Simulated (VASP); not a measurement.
Here is a VASP 6.6.1 calculation.

The input POSCAR:

```
AlN
1.0
    0.0000000000      2.0188684513      2.0188684513
    2.0188684513      0.0000000000      2.0188684513
    2.0188684513      2.0188684513      0.0000000000
Al N
1 1
Direct
    0.0000000000      0.0000000000      0.0000000000
    0.5000000000      0.5000000000      0.5000000000
```

The input INCAR.step1:

```
PREC = Accurate ; ENCUT = 520
EDIFF = 1E-5 ; ISMEAR = 0
SIGMA = 0.01 ; LREAL = False
LASPH = True ; NELM = 80
ALGO = Normal ; ISIF = 2
LWAVE = True ; LCHARG = False
GGA = PE ; NBANDS = 11
```

INCAR.step2

```
PREC = Accurate ; ENCUT = 520
EDIFF = 1E-6 ; ISMEAR = 0
SIGMA = 0.01 ; LREAL = False
LASPH = True ; NELM = 80
ALGO = Normal ; ISIF = 2
LWAVE = False ; LCHARG = False
GGA = PE ; LHFCALC = True
HFSCREEN = 0.2079 ; PRECFOCK = Normal
ISTART = 1 ; NBANDS = 11
```

File KPOINTS:

```
regular mesh
0
Gamma
  8 8 8
```

Potentials or basis: VASP PAW PBE potentials, release 64 (Al, N).

Command:

```bash
$ cat potpaw_PBE.64/Al/POTCAR potpaw_PBE.64/N/POTCAR > POTCAR
$ cp INCAR.step1 INCAR
$ mpirun -np 1 vasp_std > vasp.out
$ cp INCAR.step2 INCAR
$ mpirun -np 1 vasp_std > vasp.out
```

(1) Predict the band gap on the k mesh.

(2) Estimate the pressure.

Results:

(1) 6.01 eV (least direct gap 7.26 eV).

(2) -1.5 GPa.

Caveat: the structure was generated, so it needn't be the stable form of AlN; the PAW data sets were made with another functional, which shifts forces and pressure a little.
